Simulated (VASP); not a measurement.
Runs of VASP 6.6.1 on BN. The structure is that of space group F-43m (No. 216), or close to it. The cells are those of the table. 

| cell | cutoff (eV) | gap on the mesh (eV) | pressure (GPa) |
| --- | --- | --- | --- |
| a = 2.509 Å, angles 60.0°, 2 atoms | 600 | 4.52 | 26.6 |
| a = 2.471 Å, angles 60.0°, 2 atoms | 600 | 4.56 | 50.1 |
| a = 2.484 Å, angles 60.0°, 2 atoms | 600 | (a) | 41.8 |
| a = 2.535 Å, angles 60.0°, 2 atoms | 600 | 4.49 | 13.1 |
| a = 2.548 Å, angles 60.0°, 2 atoms | 600 | 4.47 | 6.9 |
| a = 2.561 Å, angles 60.0°, 2 atoms | 600 | 4.45 | 1.0 |
| a = 2.574 Å, angles 60.0°, 2 atoms | 520 | 4.44 | -4.2 |
| a = 2.522 Å, angles 60.0°, 2 atoms | 600 | 4.50 | (b) |

Alike in all rows: task single point; level PBE; potentials or basis VASP PAW PBE potentials, release 64 (B, N); no spin polarisation; k mesh 12 × 12 × 12; smearing gaussian 0.01 eV.

**Question.** Fill in the values left out.

**Answer.** (a) 4.55; (b) 19.6.

A k mesh can miss the band edges.
